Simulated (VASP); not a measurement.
Set up this calculation in VASP 6.6.1, as the native input.

```
Task                   : single point
Functional             : LDA
Potentials or basis    : VASP PAW LDA potentials, release 64 (Sr_sv)
Cutoff                 : 520 eV
k mesh                 : 10 × 10 × 10
Occupations            : fermi-dirac, width 0.05 eV
Spin                   : no spin polarisation
Dipole correction      : no
Further INCAR settings : ALGO = Normal; EDIFF = 1e-07; NBANDS = 11
```

The structure of Sr lies in POSCAR:

```
Sr
1.0
    3.2360756580      0.0000000000      0.0000000000
    0.0000000000      3.2360756580      0.0000000000
    0.0000000000      0.0000000000      3.2360756580
Sr
1
Direct
    0.0000000000      0.0000000000      0.0000000000
```

This isn't the form of Sr at room conditions, which is fcc.

One way to write it, as run:

INCAR

```
  PREC = Accurate
  ENCUT = 520
  EDIFF = 1E-7
  ISMEAR = -1
  SIGMA = 0.05
  LREAL = F
  LASPH = T
  NELM = 60
  ALGO = Normal
  ISIF = 2
  LWAVE = F
  LCHARG = F
  GGA = CA
  NBANDS = 11
```

KPOINTS

```
Automatic mesh
0
Gamma
  10 10 10
```

Potentials or basis: VASP PAW LDA potentials, release 64 (Sr_sv).

Command:

```console
$ cat potpaw_LDA.64/Sr_sv/POTCAR > POTCAR
$ mpirun -np 1 vasp_std > vasp.out
```

Results of the run:

- Pressure: 6.4 GPa
- Band gap on the k mesh: zero (filled and empty bands touch)

Caveat: the cell stands under pressure.

It took 15 s on 1 thread of AMD EPYC 7R13, with other jobs on the host, peak memory 0.11 GiB.
